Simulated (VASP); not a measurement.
Input of a VASP 6.6.1 run:

Contents of INCAR:

```
SYSTEM = Ga7P8
PREC = Accurate ; ENCUT = 520
EDIFF = 1E-6 ; ISMEAR = 0
SIGMA = 0.01 ; LREAL = Auto
LASPH = .TRUE. ; NELM = 150
ALGO = Normal ; ISIF = 2
LWAVE = .FALSE. ; LCHARG = .FALSE.
ISPIN = 2 ; MAGMOM = 0 0 0 0 0 0 0 0.25 0 0 0 0.25 0.25 0.25 0
LORBIT = 11 ; GGA = PE
NBANDS = 82
```

The input KPOINTS:

```
Automatic mesh
0
G
  1 1 1
  0 0 0
```

POSCAR

```
Ga7P8
1.0
    0.0000000000      5.5051169776     -5.5051169776
    5.5051169776      5.5051169776      0.0000000000
    5.5051169776      0.0000000000     -5.5051169776
Ga P
7 8
Direct
    0.5006868167     -0.0006868167      0.0006868167
    0.9993131833      0.5006868167      0.0006868167
    0.9993131833     -0.0006868167      0.0006868167
    0.5006868167      0.5006868167      0.4993131833
    0.5006868167     -0.0006868167      0.4993131833
    0.9993131833      0.5006868167      0.4993131833
    1.0000000000      0.0000000000      0.5000000000
    0.3658842857      0.3658842857      0.4023471428
    0.3764051813      0.8745316062      0.3745316062
    0.8745316062      0.3764051813      0.3745316062
    0.8745316062      0.8745316062      0.3745316062
    0.3658842857      0.3658842857      0.8658842857
    0.3658842857      0.9023471428      0.8658842857
    0.9023471428      0.3658842857      0.8658842857
    0.8745316062      0.8745316062      0.8764051813
```

Potentials or basis: VASP PAW PBE potentials, release 64 (Ga_d, P).

The run is started by

```sh
$ cat potpaw_PBE.64/Ga_d/POTCAR potpaw_PBE.64/P/POTCAR > POTCAR
$ mpirun -np 1 vasp_gam > vasp.out
```

**Question.** Estimate the net moment.

**Answer.** 3.00 μB per cell.

**Question.** Estimate the band gap on the k mesh.

**Answer.** 0.96 eV.

Forces in eV/Å, atoms in the order of the input:
```
Ga   0.000  0.000  0.005
Ga  -0.005  0.000  0.000
Ga   0.000  0.005  0.000
Ga   0.000 -0.005  0.000
Ga   0.005  0.000  0.000
Ga   0.000  0.000 -0.005
Ga   0.000  0.000  0.000
P   -0.004  0.004  0.004
P   -0.010  0.010 -0.010
P    0.010  0.010  0.010
P   -0.010 -0.010  0.010
P    0.004  0.004 -0.004
P   -0.004 -0.004 -0.004
P    0.004 -0.004  0.004
P    0.010 -0.010 -0.010
```

Caveat: the k points lie up to 0.99 Å⁻¹ apart.
